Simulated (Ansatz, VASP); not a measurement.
## MgZr2N: VASP beside Ansatz

The input INCAR:

```
SYSTEM = MgZr2N
ALGO = Normal
EDIFF = 1E-6
ENCUT = 520
GGA = PE
ISIF = 2
ISMEAR = 0
ISPIN = 2
LASPH = .True.
LCHARG = .False.
LMAXMIX = 4
LORBIT = 11
LREAL = .False.
LWAVE = .False.
MAGMOM = 0 1 1 0
NBANDS = 28
NELM = 150
PREC = Accurate
SIGMA = 0.1
```

File KPOINTS:

```
k-points
0
Gamma
  6 6 6
  0 0 0
```

POSCAR

```
MgZr2N
1.0
    2.6926073895      1.5545776012      3.4982332109
   -2.6926073895      1.5545776012      3.4982332109
    0.0000000000     -3.1091552023      3.4982332109
Mg Zr N
1 2 1
Direct
    0.5000000000      0.5000000000      0.5000000000
    0.8140125626      0.8140125626      0.8140125626
    0.1859874374      0.1859874374      0.1859874374
    0.0000000000      0.0000000000      0.0000000000
```

Input for Ansatz:

```yaml
crystal:
  lattice:
    - [2.6926073895, 1.5545776012, 3.4982332109]
    - [-2.6926073895, 1.5545776012, 3.4982332109]
    - [0.0, -3.1091552023, 3.4982332109]
  atoms:
    - { symbol: Mg, position: [0.5, 0.5, 0.5] }
    - { symbol: Zr, position: [0.8140125626, 0.8140125626, 0.8140125626], spin: 1.0 }
    - { symbol: Zr, position: [0.1859874374, 0.1859874374, 0.1859874374], spin: 1.0 }
    - { symbol: "N", position: [0.0, 0.0, 0.0] }
basis:
  ecutwfc: 420
kpoints:
  mp_grid: { grid: [6, 6, 6] }
hamiltonian:
  xc: pbe
scf:
  occupations: { method: gaussian, width: 0.1 }
  lower_state_search: "off"
output:
  forces: true
  stress: true
  eigenvalues: true
  populations: true
magnetization:
  spin_polarized: true
```

Alike in both runs: task single point; functional PBE; k mesh 6 × 6 × 6; occupations gaussian, width 0.1 eV; collinear spin.

|  | VASP | Ansatz |
| --- | --- | --- |
| version | VASP 6.6.1 | Ansatz 0.2.0 |
| potentials or method | VASP PAW PBE potentials, release 64 (Mg, Zr_sv, N), cutoff 520 eV | scalar-relativistic, plane waves, PAW |
| valence electrons in the cell | 31 | 39 |

VASP gave:

- gap on the k mesh at the Fermi level (eV): none
- pressure (GPa): 0.0
- traceless stress, the component that is largest in VASP (GPa): -0.09
- rms of the force components (eV/Å): 0.014
- net moment per atom (μB): 0.00

Task: Estimate Ansatz's values.

Result: gap on the k mesh at the Fermi level (eV): none; pressure (GPa): 0.0; traceless stress, the component that is largest in VASP (GPa): -0.29; rms of the force components (eV/Å): 0.002; net moment per atom (μB): 0.00.

Atom by atom the forces differ by 0.016 eV/Å (rms over components). A gap of «none» marks a metal or a gap that the smearing closes. VASP's potentials hold 31 valence electrons a cell and Ansatz's 39, so a difference there can come from the potentials and not from the codes. Ansatz's warnings: seeded moment not kept.
